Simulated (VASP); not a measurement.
Input of a VASP 6.6.1 run:

POSCAR

```
LiH
1.0
    0.0000000000      1.9984726907      1.9984726907
    1.9984726907      0.0000000000      1.9984726907
    1.9984726907      1.9984726907      0.0000000000
Li H
1 1
Direct
    0.0000000000      0.0000000000      0.0000000000
    0.5000000000      0.5000000000      0.5000000000
```

The input INCAR.step1:

```
SYSTEM = LiH
PREC = Accurate ; ENCUT = 520
EDIFF = 1E-5 ; ISMEAR = 0
SIGMA = 0.01 ; LREAL = .False.
LASPH = .True. ; NELM = 60
ALGO = Normal ; ISIF = 2
LWAVE = .True. ; LCHARG = .False.
NBANDS = 9 ; GGA = PE
```

Contents of INCAR.step2:

```
SYSTEM = LiH
PREC = Accurate ; ENCUT = 520
EDIFF = 1E-6 ; ISMEAR = 0
SIGMA = 0.01 ; LREAL = .False.
LASPH = .True. ; NELM = 60
ALGO = Normal ; ISIF = 2
LWAVE = .False. ; LCHARG = .False.
GGA = PE ; LHFCALC = .True.
HFSCREEN = 0.2079 ; PRECFOCK = Normal
NBANDS = 9 ; ISTART = 1
```

File KPOINTS:

```
regular mesh
0
Gamma
  8 8 8
  0 0 0
```

Potentials or basis: VASP PAW PBE potentials, release 64 (Li_sv, H).

Command:

```console
$ cat potpaw_PBE.64/Li_sv/POTCAR potpaw_PBE.64/H/POTCAR > POTCAR
$ cp INCAR.step1 INCAR
$ mpirun -np 1 vasp_std > vasp.out
$ cp INCAR.step2 INCAR
$ mpirun -np 1 vasp_std > vasp.out
```

Predict the band gap on the k mesh.

3.96 eV, direct.

 A k mesh can miss the band edges.
